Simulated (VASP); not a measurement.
Crystal: GaGeO.

```
Ga Ge O
1.0
     2.49498   -2.53463    0.00000
     2.49498    2.53463    0.00000
     0.00000    0.00000    4.15331
Ga Ge O
1 1 1
Direct
  0.50000 0.50000 0.00000
  0.50000 0.50000 0.50000
  0.00000 0.00000 0.00000
```

The cell was generated, and may not be a known phase.

| Item | Value |
| --- | --- |
| Program | VASP 6.6.1 |
| Task | relaxation of cell and atoms |
| Functional | PBE |
| Potentials or basis | VASP PAW PBE potentials, release 64 (Ga_d, Ge_d, O) |
| Cutoff | 600 eV |
| k mesh | 6 × 6 × 4 |
| Occupations | gaussian, width 0.1 eV |
| Spin | no spin polarisation |

At the start: pressure 8.9 GPa; volume 17.51 Å³/atom.

Where does the relaxation end?

Over 10 steps the energy falls by 1127.5 meV/atom and the volume is 14.95 Å³/atom (-14.6 %); space group Cmmm (No. 65, to 0.1 Å) before, P4/mmm (No. 123, to 0.1 Å).

The path:
| step | energy change (eV) | largest force (eV/Å) | pressure (GPa) | volume (Å³) |
| --- | --- | --- | --- | --- |
| 1 | 0.0000 | 0.0000 | 8.92 | 52.53 |
| 2 | -2.6184 | 0.0000 | -13.42 | 57.43 |
| 3 | -2.6265 | 0.0000 | -13.54 | 57.48 |
| 4 | -3.3665 | 0.0000 | -0.93 | 45.85 |
| 5 | -3.3666 | 0.0000 | -1.36 | 45.97 |
| 6 | -3.3804 | 0.0000 | -0.69 | 45.42 |
| 7 | -3.3822 | 0.0000 | -0.43 | 45.19 |
| 8 | -3.3823 | 0.0000 | -0.43 | 45.13 |
| 9 | -3.3823 | 0.0000 | -0.36 | 45.11 |
| 10 | -3.3826 | 0.0000 | 0.31 | 44.86 |

Final structure:
```yaml
crystal:
  lattice:
    - [2.04135, -2.04469, 0.00000]
    - [2.04135, 2.04469, 0.00000]
    - [0.00000, 0.00000, 5.37340]
  atoms:
    - { symbol: Ga, position: [0.50000, 0.50000, 0.00000] }
    - { symbol: Ge, position: [0.50000, 0.50000, 0.50000] }
    - { symbol: O, position: [0.00000, 0.00000, 0.00000] }
```

Caveat: the k points lie up to 0.36 Å⁻¹ apart in the final cell, too coarse for converged energies and pressures of a metal; a cell axis changed by over 15 % at a fixed basis, so the end point is rough; an odd number of electrons without spin polarisation forces a metal; a magnetic or distorted state may lie lower.
